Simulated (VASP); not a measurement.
# NaCl (I4/mmm) in VASP: a series of runs

NaCl is run at these levels: r2SCAN; tasks: dielectric tensor.

Program: VASP 6.6.1. These are calculated values, not measurements. Logs are shortened: lines on timing, memory, paths and dates and some standing lists are left out, and cuts for length are marked.

## 1. The cell of the first run

The structure is tetragonal, space group I4/mmm (No. 139). The conventional cell has a = 3.884 Å, b = 3.884 Å, c = 5.660 Å, α = 90.00°, β = 90.00°, γ = 90.00°. Within 3.6 Å of Na (site symmetry 4/mmm) lie 6 Cl at 2.75 to 2.83 Å. Cl (site symmetry 4/mmm) has 6 Na at 2.75 to 2.83 Å within 3.6 Å.

## 2. Dielectric tensor, r2SCAN (epitaxial xy strain -2.0%)

File INCAR:

```
SYSTEM = NaCl
PREC = Accurate
ENCUT = 520
EDIFF = 1E-8
ISMEAR = 0
SIGMA = 0.01
LREAL = .False.
LASPH = .True.
NELM = 80
ALGO = Normal
ISIF = 2
LWAVE = .False.
LCHARG = .False.
METAGGA = R2SCAN
LMIXTAU = .True.
LCALCEPS = .True.
```

File KPOINTS:

```
Automatic mesh
0
Gamma
  6 6 6
  0 0 0
```

File POSCAR:

```
NaCl
1.0
    0.0000000000      2.7466448489      2.8297737235
    2.7466448489      0.0000000000      2.8297737235
    2.7466448489      2.7466448489      0.0000000000
Na Cl
1 1
Direct
    0.0000000000      0.0000000000      0.0000000000
    0.5000000000      0.5000000000      0.5000000000
```

Potentials or basis: VASP PAW PBE potentials, release 64 (Na_pv, Cl).

On the command line:

```bash
cat potpaw_PBE.64/Na_pv/POTCAR potpaw_PBE.64/Cl/POTCAR > POTCAR
mpirun -np 1 vasp_std > vasp.out
```

OUTCAR:

```text
SYSTEM = NaCl
   PREC = Accurate
   ENCUT = 520
   EDIFF = 1E-8
   ISMEAR = 0
   LREAL = .False.
   LASPH = .True.
   NELM = 80
   ISIF = 2
   METAGGA = R2SCAN

 ion  position               nearest neighbor table
   1  0.000  0.000  0.000-
   2  0.500  0.500  0.500-

  LATTYP: Found a body centered tetragonal cell.
 ALAT       =     3.8843423963
 C/A-ratio  =     1.4570155948

  Lattice vectors:

 A1 = (  -2.7466448489,   0.0000000000,   2.8297737235)
 A2 = (   2.7466448489,   0.0000000000,   2.8297737235)
 A3 = (   0.0000000000,   2.7466448489,  -2.8297737235)

Analysis of symmetry for initial positions (statically):
=====================================================================
 Subroutine PRICEL returns:
 Original cell was already a primitive cell.

 Routine SETGRP: Setting up the symmetry group for a
 body centered tetragonal supercell.

 Subroutine GETGRP returns: Found 16 space group operations
 (whereof 16 operations were pure point group operations)
 out of a pool of 16 trial point group operations.

The static configuration has the point symmetry D_4h.

Analysis of symmetry for dynamics (positions and initial velocities):
=====================================================================
 Subroutine PRICEL returns:
 Original cell was already a primitive cell.

 Routine SETGRP: Setting up the symmetry group for a
 body centered tetragonal supercell.

 Subroutine GETGRP returns: Found 16 space group operations
 (whereof 16 operations were pure point group operations)
 out of a pool of 16 trial point group operations.

The dynamic configuration has the point symmetry D_4h.

 Subroutine INISYM returns: Found 16 space group operations
 (whereof 16 operations are pure point group operations),
 and found     1 'primitive' translations

----------------------------------------------------------------------------------------

                                     Primitive cell

  volume of cell :      42.6960

  direct lattice vectors                    reciprocal lattice vectors
     0.000000000  2.746644849  2.829773723    -0.182040281  0.182040281  0.176692573
     2.746644849  0.000000000  2.829773723     0.182040281 -0.182040281  0.176692573
     2.746644849  2.746644849  0.000000000     0.182040281  0.182040281 -0.176692573

  length of vectors
     3.943561493  3.943561493  3.884342396     0.312246046  0.312246046  0.312246046

  position of ions in fractional coordinates (direct lattice)
     0.000000000  0.000000000  0.000000000
     0.500000000  0.500000000  0.500000000

  ion indices of the primitive-cell ions
   primitive index   ion index
                 1           1
                 2           2

----------------------------------------------------------------------------------------

 KPOINTS: Automatic mesh

Automatic generation of k-mesh.
 Grid dimensions read from file:
 generate k-points for:    6    6    6

 Generating k-lattice:

  Cartesian coordinates                     Fractional coordinates (reciprocal lattice)
    -0.030340047  0.030340047  0.029448762     0.166666667  0.000000000  0.000000000
     0.030340047 -0.030340047  0.029448762     0.000000000  0.166666667  0.000000000
     0.030340047  0.030340047 -0.029448762     0.000000000  0.000000000  0.166666667

  Length of vectors
     0.052041008  0.052041008  0.052041008

  Shift w.r.t. Gamma in fractional coordinates (k-lattice)
     0.000000000  0.000000000  0.000000000

 Subroutine IBZKPT returns following result:
 ===========================================

 Found     30 irreducible k-points:

 Following reciprocal coordinates:
            Coordinates               Weight
  0.000000  0.000000  0.000000      1.000000
  0.166667 -0.000000  0.000000      8.000000
[... 34 lines left out ...]
   ICHARG =      2    charge: 1-file 2-atom 10-const
   ISPIN  =      1    spin polarized calculation?
   LNONCOLLINEAR =      F non collinear calculations
   LSORBIT =      F    spin-orbit coupling
   LASPH  =      T    aspherical Exc in radial PAW
   ENCUT  =  520.0 eV  38.22 Ry    6.18 a.u.   7.33  7.33  7.22*2*pi/ulx,y,z
   NELM   =     80;   NELMIN=  2; NELMDL= -5     # of ELM steps
   EDIFF  = 0.1E-07   stopping-criterion for ELM
   LREAL  =      F    real-space projection
   EDIFFG = 0.1E-06   stopping-criterion for IOM
   NSW    =      0    number of steps for IOM
   IBRION =     -1    ionic relax: 0-MD 1-quasi-New 2-CG
   NFREE  =      0    steps in history (QN), initial steepest desc. (CG)
   ISIF   =      2    stress and relaxation
   ISYM   =      2    0-nonsym 1-usesym 2-fastsym
   POTIM  = 0.5000    time-step for ionic-motion
   TEBEG  =    0.0;   TEEND  =   0.0 temperature during run
   PSTRESS=    0.0 pullay stress
   NELECT =      14.0000    total number of electrons
   NUPDOWN=      -1.0000    fix difference up-down
   EMIN   =  10.00;   EMAX   =-10.00  energy-range for DOS
   EFERMI =   0.00;   METHOD = LEGACY
   ISMEAR =     0;   SIGMA  =   0.01  broadening in eV -4-tet -1-fermi 0-gaus
   EFERMI_NEDOS =   21; number of points for ismear=-14 and -15
   IALGO  =     38    algorithm
   IMIX   =      4    mixing-type and parameters
     AMIX     =   0.40;   BMIX     =  1.00
     AMIX_MAG =   1.60;   BMIX_MAG =  1.00
  volume/ion in A,a.u.               =      21.35       144.06
  Fermi-wavevector in a.u.,A,eV,Ry     =   1.128899  2.133311 17.339455  1.274414
  Thomas-Fermi vector in A             =   2.265591
   LORBIT       =      0    0 simple, 1 ext, 2 COOP (PROOUT), +10 PAW based schemes
   METAGGA = R2SCAN    functional components
   LHFCALC =     F    Hartree Fock is set to
   AEXX    =    0.0000 exact exchange contribution
   IVDW    =     0    specifies the selected vdW correction
   LEPSILON=     F    determine dielectric tensor
   LRPA    =     F    only Hartree local field effects (RPA)
   LRPA       =     F
 non-spin polarized calculation
 Gauss-broadening in eV      SIGMA  =   0.01
  energy-cutoff  :      520.00
  volume of cell :       42.70
 maximum number of plane-waves:      1179
 NGX is ok and might be reduce to    30
   NGX = 15   NGY = 15   NGZ = 15

 Total electronic dipole moment: p[elc]=(     0.00000    -0.00000     0.00000 ) |e| Angst

 Total electronic dipole moment: p[elc]=(    -0.00000    -0.00000    -0.00000 ) |e| Angst

 number of electron      14.0000011 magnetization

 Free energy of the ion-electron system (eV)
  ---------------------------------------------------
  ext. energy  EPLUGINS =         0.00000000
  ---------------------------------------------------
  free energy    TOTEN  =       -13.78331281 eV

  energy without entropy =      -13.78331281  energy(sigma->0) =      -13.78331281

 E-fermi :  -0.7916     XC(G=0):  -8.8750

 val. band max:       -0.8614278360   @ k =   0.0000   0.0000   0.0000
 cond. band min:   10000.0000000000   @ k =   0.0000   0.0000   0.0000
 fundamental gap:  10000.8614278360
 Fermi energy:        -0.7916255664

 k-point     1 :       0.0000    0.0000    0.0000
  band No.  band energies     occupation
      1     -22.3046      2.00000
      2     -22.3018      2.00000
      3     -22.3015      2.00000
      4     -14.2126      2.00000
      5      -0.8770      2.00000
      6      -0.8770      2.00000
      7      -0.8614      2.00000
      8   10000.0000      0.00000
      9   10000.0000      0.00000
     10   10000.0000      0.00000
     11   10000.0000      0.00000
[... 309 lines left out ...]
 k-point    24 :       0.5000    0.0000    0.3333
  band No.  band energies     occupation
      1     -22.3250      2.00000
      2     -22.3144      2.00000
      3     -22.3113      2.00000
      4     -13.7719      2.00000
      5      -2.5506      2.00000
      6      -1.7440      2.00000
      7      -1.4614      2.00000
      8   10000.0000      0.00000
      9   10000.0000      0.00000
     10   10000.0000      0.00000
     11   10000.0000      0.00000

 [... further k-points ...]

------------------------ aborting loop because EDIFF is reached ----------------------------------------

            Ionic dipole moment: p[ion]=(   -19.22651   -19.22651   -19.80842 ) |e| Angst

 Total electronic dipole moment: p[elc]=(     0.00000     0.00000     0.00341 ) |e| Angst

 MACROSCOPIC STATIC DIELECTRIC TENSOR (including local field effects)
 ------------------------------------------------------
           2.431376     0.000000     0.000000
           0.000000     2.431376     0.000000
           0.000000     0.000000     2.443242
 ------------------------------------------------------

 PIEZOELECTRIC TENSOR (including local field effects) (e Angst)
          XX          YY          ZZ          XY          YZ          ZX
  --------------------------------------------------------------------------------
  x     0.00000     0.00000     0.00000     0.00000     0.00000     0.00000
  y     0.00000     0.00000     0.00000     0.00000     0.00000     0.00000
  z     0.00000     0.00000     0.00000     0.00000     0.00000     0.00000

 PIEZOELECTRIC TENSOR (including local field effects) (C/m^2)
          XX          YY          ZZ          XY          YZ          ZX
  --------------------------------------------------------------------------------
  x     0.00000     0.00000     0.00000     0.00000     0.00000     0.00000
  y     0.00000     0.00000     0.00000     0.00000     0.00000     0.00000
  z     0.00000     0.00000     0.00000     0.00000     0.00000     0.00000

 BORN EFFECTIVE CHARGES (including local field effects) (in |e|, cummulative output)
 ---------------------------------------------------------------------------------
 ion    1
    1     1.04828     0.00000     0.00000
    2    -0.00000     1.04828     0.00000
    3     0.00000     0.00000     1.06393
 ion    2
    1    -1.04828     0.00000     0.00000
    2     0.00000    -1.04828     0.00000
    3     0.00000     0.00000    -1.06393

  FORCE on cell =-STRESS in cart. coord.  units (eV):
  Direction    XX          YY          ZZ          XY          YZ          ZX
  --------------------------------------------------------------------------------------
  -------------------------------------------------------------------------------------
  Total        0.3489733      0.3489733     -0.0666526      0.0000000     -0.0000000      0.0000000
  in kB       13.0953170     13.0953170     -2.5011552      0.0000000     -0.0000000      0.0000000
  external PRESSURE =       7.8964929 kB  Pullay stress =       0.0000000 kB

 VOLUME and BASIS-vectors are now :
 -----------------------------------------------------------------------------
  energy-cutoff  :      520.00
  volume of cell :       42.70
      direct lattice vectors                 reciprocal lattice vectors
     0.000000000  2.746644849  2.829773723    -0.182040281  0.182040281  0.176692573
     2.746644849  0.000000000  2.829773723     0.182040281 -0.182040281  0.176692573
     2.746644849  2.746644849  0.000000000     0.182040281  0.182040281 -0.176692573

 POSITION                                       TOTAL-FORCE (eV/Angst)
 -----------------------------------------------------------------------------------
      0.00000      0.00000      0.00000        -0.000000      0.000000     -0.000000
      2.74664      2.74664      2.82977         0.000000     -0.000000      0.000000
 -----------------------------------------------------------------------------------
    total drift:                               -0.000000      0.000000      0.000000

  FREE ENERGIE OF THE ION-ELECTRON SYSTEM (eV)
  ---------------------------------------------------
  free  energy   TOTEN  =       -13.7833128051 eV

  energy  without entropy=      -13.7833128051  energy(sigma->0) =      -13.78331281
```

Run time: 17 min. Hardware: 1 thread of AMD EPYC 9R45 (Zen 5), shared host; peak memory 0.34 GiB.

What came out:

```
Band gap on the k mesh                  : 6.12 eV
Electronic dielectric tensor (diagonal) : 2.43, 2.43, 2.44
Born charges (mean of the diagonal)     : Na +1.05; Cl -1.05 e
```

Electronic dielectric tensor:
```
2.43 0.00 0.00
0.00 2.43 0.00
0.00 0.00 2.44
```

Born effective charge tensors (e):
atom 1, Na
```
1.05 0.00 0.00
0.00 1.05 0.00
0.00 0.00 1.06
```
atom 2, Cl
```
-1.05  0.00  0.00
 0.00 -1.05  0.00
 0.00  0.00 -1.06
```

Dipole moments of the cell (e·Å, modulo the quantum): ionic -19.227, -19.227, -19.808; electronic 0.000, 0.000, 0.003

Caveat: the cell differs from its parent crystal (epitaxial xy strain -2.0%); the PAW data sets were made with another functional, which shifts forces and pressure a little.

(Part 1 of 2 ends here.)

The gap in the log of VASP goes by the Fermi energy; the results here count the filled bands.